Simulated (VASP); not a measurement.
# Ta4In3 (P6/mmm) in VASP: relaxation of cell and atoms with PBE

Aim: the relaxation of cell and atoms of Ta4In3 with PBE.

Everything below comes from runs of VASP 6.6.1. Logs are shortened: lines on timing, memory, paths and dates and some standing lists are left out, and cuts for length are marked.

## (1) The cell of the first run

The structure is hexagonal, space group P6/mmm (No. 191). Conventional cell: a = 5.496 Å, b = 5.496 Å, c = 5.233 Å, α = 90.00°, β = 90.00°, γ = 120.00°. Within 3.2 Å of Ta (site symmetry 6mm) lie 2 Ta at 2.46 to 2.77 Å and 6 In at 3.08 Å. Ta (site symmetry -6m2) has 6 In at 3.06 Å and 9 Ta at 3.17 to 3.40 Å within 4.0 Å. In (site symmetry mmm) has 4 In at 2.75 Å and 8 Ta at 3.06 to 3.08 Å within 3.6 Å.

## (2) Relaxation of cell and atoms, PBE

Input file INCAR:

```
PREC     = Accurate       # precision mode
ENCUT    = 500            # plane-wave cutoff, eV
EDIFF    = 1E-7           # SCF threshold, eV
ISMEAR   = 0              # smearing method
SIGMA    = 0.1            # smearing width, eV
LREAL    = False          # projectors in reciprocal space
LASPH    = True           # aspherical terms in the spheres
NELM     = 120            # most SCF steps
ALGO     = Normal         # electronic algorithm
ISIF     = 3              # what is computed and relaxed
LWAVE    = False          # write WAVECAR
LCHARG   = False          # write CHGCAR
GGA      = PE             # functional
IBRION   = 2              # ionic algorithm
NSW      = 100            # ionic steps
EDIFFG   = -0.01          # ionic threshold
GGA_COMPAT= False        
NELMIN   = 4
```

Input file KPOINTS:

```
Automatic mesh
0
Gamma
  6 6 6
```

Input file POSCAR:

```
Ta4In3
1.0
    5.4955296277      0.0000000000      0.0000000000
   -2.7477648138      4.7592682648      0.0000000000
    0.0000000000      0.0000000000      5.2326136983
Ta In
4 3
Direct
    0.0000000000      0.0000000000      0.7350879452
    0.0000000000      0.0000000000      0.2649120548
    0.3333333333      0.6666666667      0.5000000000
    0.6666666667      0.3333333333      0.5000000000
    0.5000000000      0.0000000000      0.0000000000
    0.5000000000      0.5000000000      0.0000000000
    0.0000000000      0.5000000000      0.0000000000
```

Potentials or basis: VASP PAW PBE potentials, release 64 (Ta_pv, In_d).

The run is started by

```
cat potpaw_PBE.64/Ta_pv/POTCAR potpaw_PBE.64/In_d/POTCAR > POTCAR
mpirun -np 1 vasp_std > vasp.out
```

OUTCAR:

```text
PREC = Accurate
   ENCUT = 500
   EDIFF = 1E-7
   ISMEAR = 0
   LREAL = False
   LASPH = True
   NELM = 120
   ISIF = 3
   GGA = PE
   IBRION = 2
   NSW = 100
   EDIFFG = -0.01
   NELMIN = 4

 ion  position               nearest neighbor table
   1  0.000  0.000  0.735-   2 2.46   2 2.77   7 3.08   7 3.08   6 3.08   6 3.08   5 3.08   5 3.08
                             3 3.40   4 3.40   4 3.40   3 3.40   4 3.40   3 3.40
   2  0.000  0.000  0.265-   1 2.46   1 2.77   7 3.08   7 3.08   6 3.08   6 3.08   5 3.08   5 3.08
                             4 3.40   3 3.40   4 3.40   3 3.40   4 3.40   3 3.40
   3  0.333  0.667  0.500-   5 3.06   5 3.06   7 3.06   7 3.06   6 3.06   6 3.06   4 3.17   4 3.17
                             4 3.17   1 3.40   2 3.40   2 3.40   1 3.40   2 3.40   1 3.40
   4  0.667  0.333  0.500-   5 3.06   5 3.06   7 3.06   7 3.06   6 3.06   6 3.06   3 3.17   3 3.17
                             3 3.17   1 3.40   2 3.40   1 3.40   2 3.40   1 3.40   2 3.40
   5  0.500  0.000  0.000-   6 2.75   6 2.75   7 2.75   7 2.75   3 3.06   4 3.06   3 3.06   4 3.06
                             1 3.08   1 3.08   2 3.08   2 3.08
   6  0.500  0.500  0.000-   5 2.75   5 2.75   7 2.75   7 2.75   3 3.06   4 3.06   3 3.06   4 3.06
                             1 3.08   2 3.08   1 3.08   2 3.08
   7  0.000  0.500  0.000-   5 2.75   5 2.75   6 2.75   6 2.75   3 3.06   4 3.06   3 3.06   4 3.06
                             1 3.08   2 3.08   1 3.08   2 3.08

  LATTYP: Found a hexagonal cell.
 ALAT       =     5.4955296277
 C/A-ratio  =     0.9521582182

  Lattice vectors:

 A1 = (   5.4955296277,   0.0000000000,   0.0000000000)
 A2 = (  -2.7477648138,   4.7592682648,   0.0000000000)
 A3 = (   0.0000000000,   0.0000000000,   5.2326136983)

Analysis of symmetry for initial positions (statically):
=====================================================================
 Subroutine PRICEL returns:
 Original cell was already a primitive cell.

 Routine SETGRP: Setting up the symmetry group for a
 hexagonal supercell.

 Subroutine GETGRP returns: Found 24 space group operations
 (whereof 24 operations were pure point group operations)
 out of a pool of 24 trial point group operations.

The static configuration has the point symmetry D_6h.

Analysis of symmetry for dynamics (positions and initial velocities):
=====================================================================
 Subroutine PRICEL returns:
 Original cell was already a primitive cell.

 Routine SETGRP: Setting up the symmetry group for a
 hexagonal supercell.

 Subroutine GETGRP returns: Found 24 space group operations
 (whereof 24 operations were pure point group operations)
[... 124 lines left out ...]
   NUPDOWN=      -1.0000    fix difference up-down
   EMIN   =  10.00;   EMAX   =-10.00  energy-range for DOS
   EFERMI =   0.00;   METHOD = LEGACY
   ISMEAR =     0;   SIGMA  =   0.10  broadening in eV -4-tet -1-fermi 0-gaus
   EFERMI_NEDOS =   21; number of points for ismear=-14 and -15
   IALGO  =     38    algorithm
   IMIX   =      4    mixing-type and parameters
     AMIX     =   0.40;   BMIX     =  1.00
     AMIX_MAG =   1.60;   BMIX_MAG =  1.00
  volume/ion in A,a.u.               =      19.55       131.94
  Fermi-wavevector in a.u.,A,eV,Ry     =   1.385728  2.618647 26.126488  1.920243
  Thomas-Fermi vector in A             =   2.510111
   LORBIT       =      0    0 simple, 1 ext, 2 COOP (PROOUT), +10 PAW based schemes
   GGA     = PE    functional components
   LHFCALC =     F    Hartree Fock is set to
   AEXX    =    0.0000 exact exchange contribution
   IVDW    =     0    specifies the selected vdW correction
   LEPSILON=     F    determine dielectric tensor
   LRPA    =     F    only Hartree local field effects (RPA)
 conjugate gradient relaxation of ions
 non-spin polarized calculation
 Gauss-broadening in eV      SIGMA  =   0.10
  energy-cutoff  :      500.00
  volume of cell :      136.86
 maximum number of plane-waves:      3498
   NGX = 21   NGY = 21   NGZ = 19

--------------------------------------- Ionic step        1  -------------------------------------------

 number of electron      83.0000020 magnetization

 Free energy of the ion-electron system (eV)
  ---------------------------------------------------
  ext. energy  EPLUGINS =         0.00000000
  ---------------------------------------------------
  free energy    TOTEN  =       -52.05982564 eV

  energy without entropy =      -52.03704491  energy(sigma->0) =      -52.04843528

------------------------ aborting loop because EDIFF is reached ----------------------------------------

  FORCE on cell =-STRESS in cart. coord.  units (eV):
  Direction    XX          YY          ZZ          XY          YZ          ZX
  --------------------------------------------------------------------------------------
  -------------------------------------------------------------------------------------
  Total       -0.7301344     -0.7301344      1.3210103     -0.0000000      0.0000000     -0.0000000
  in kB       -8.5476154     -8.5476154     15.4649447     -0.0000000      0.0000000     -0.0000000
  external PRESSURE =      -0.5434287 kB  Pullay stress =       0.0000000 kB
[... 151 lines left out ...]
--------------------------------------- Ionic step        5  -------------------------------------------

 number of electron      83.0000034 magnetization

 Free energy of the ion-electron system (eV)
  ---------------------------------------------------
  ext. energy  EPLUGINS =         0.00000000
  ---------------------------------------------------
  free energy    TOTEN  =       -52.06862084 eV

  energy without entropy =      -52.04681705  energy(sigma->0) =      -52.05771894

 E-fermi :   8.1339     XC(G=0): -12.0173

 val. band max:        8.1246243588   @ k =   0.3333   0.0000   0.3333
 cond. band min:       8.1546689524   @ k =   0.3333   0.0000   0.5000
 fundamental gap:      0.0300445937
 Fermi energy:         8.1338737298

 k-point     1 :       0.0000    0.0000    0.0000
  band No.  band energies     occupation
      1     -27.3561      2.00000
      2     -27.0334      2.00000
      3     -26.9884      2.00000
      4     -26.8763      2.00000
      5     -26.8763      2.00000
      6     -26.7624      2.00000
[... 1237 lines left out ...]
     48       9.7457      0.00000
     49      10.0208      0.00000

 [... further k-points ...]

------------------------ aborting loop because EDIFF is reached ----------------------------------------

  FORCE on cell =-STRESS in cart. coord.  units (eV):
  Direction    XX          YY          ZZ          XY          YZ          ZX
  --------------------------------------------------------------------------------------
  -------------------------------------------------------------------------------------
  Total        0.0557598      0.0557598      0.0590272      0.0000000      0.0000000      0.0000000
  in kB        0.6537859      0.6537859      0.6920964      0.0000000      0.0000000      0.0000000
  external PRESSURE =       0.6665561 kB  Pullay stress =       0.0000000 kB
[... 22 lines left out ...]
  FREE ENERGIE OF THE ION-ELECTRON SYSTEM (eV)
  ---------------------------------------------------
  free  energy   TOTEN  =       -52.0686208353 eV

  energy  without entropy=      -52.0468170510  energy(sigma->0) =      -52.05771894

 reached required accuracy - stopping structural energy minimisation
```

OSZICAR:

```text
N       E                     dE             d eps       ncg     rms          rms(c)
DAV:   1     0.952995706410E+03    0.95300E+03   -0.41118E+04  2744   0.214E+03
DAV:   2     0.486024320600E+02   -0.90439E+03   -0.88882E+03  2752   0.599E+02
DAV:   3    -0.485286835209E+02   -0.97131E+02   -0.94063E+02  3197   0.198E+02
DAV:   4    -0.548318913680E+02   -0.63032E+01   -0.61555E+01  3520   0.448E+01
[... 49 lines left out ...]
DAV:   3    -0.520686226050E+02    0.73163E-05   -0.25713E-05  3889   0.336E-02    0.639E-03
DAV:   4    -0.520686215780E+02    0.10270E-05   -0.42767E-06  3918   0.118E-02    0.435E-03
DAV:   5    -0.520686212486E+02    0.32944E-06   -0.91633E-07  3176   0.546E-03    0.301E-03
DAV:   6    -0.520686208706E+02    0.37798E-06   -0.14233E-07  2162   0.310E-03    0.752E-04
DAV:   7    -0.520686208353E+02    0.35312E-07   -0.57961E-08  1857   0.163E-03
   5 F= -.52068621E+02 E0= -.52057719E+02  d E =-.642639E-03
```

Wall time 17 min (1 thread of Oxide Virtual Turin-like, shared host); peak memory 0.29 GiB.

Results:

| Property | Result |
| --- | --- |
| Free energy | -52.0686 eV |
| Relaxed volume | 19.52 Å³/atom |
| Relaxed cell | a = 5.470 Å, b = 5.470 Å, c = 5.273 Å, α = 90.00°, β = 90.00°, γ = 120.00° |
| Space group after relaxing (to 0.1 Å) | P6/mmm (No. 191) |
| Energy gained by relaxing | 1.3 meV/atom |
| Ionic steps | 5 |
| Pressure after relaxing | 0.1 GPa |
| Largest force after relaxing | 0.005 eV/Å |
| Band gap on the k mesh | zero (an odd number of electrons rules out a gap without spin polarisation) |

Forces on the atoms (eV/Å):
```
Ta   0.000  0.000 -0.005
Ta   0.000  0.000  0.005
Ta   0.000  0.000  0.000
Ta   0.000  0.000  0.000
In   0.000  0.000  0.000
In   0.000  0.000  0.000
In   0.000  0.000  0.000
```

The path:
| step | energy change (eV) | largest force (eV/Å) | pressure (GPa) | volume (Å³) |
| --- | --- | --- | --- | --- |
| 1 | 0.0000 | 0.1806 | -0.05 | 136.86 |
| 2 | -0.0070 | 0.2237 | -0.03 | 136.72 |
| 3 | -0.0082 | 0.1158 | -0.05 | 136.76 |
| 4 | -0.0088 | 0.0087 | 0.08 | 136.63 |
| 5 | -0.0088 | 0.0049 | 0.07 | 136.65 |

Final structure:
```
CELL_PARAMETERS angstrom
5.47026 0.00000 0.00000
-2.73513 4.73739 0.00000
0.00000 0.00000 5.27290
ATOMIC_POSITIONS crystal
Ta 0.00000 0.00000 0.73551
Ta 0.00000 0.00000 0.26449
Ta 0.33333 0.66667 0.50000
Ta 0.66667 0.33333 0.50000
In 0.50000 0.00000 0.00000
In 0.50000 0.50000 0.00000
In 0.00000 0.50000 0.00000
```

Caveat: spin-orbit coupling is left out, which moves the levels of the heavy elements.

The gap in the log of VASP goes by the Fermi energy; the results here count the filled bands.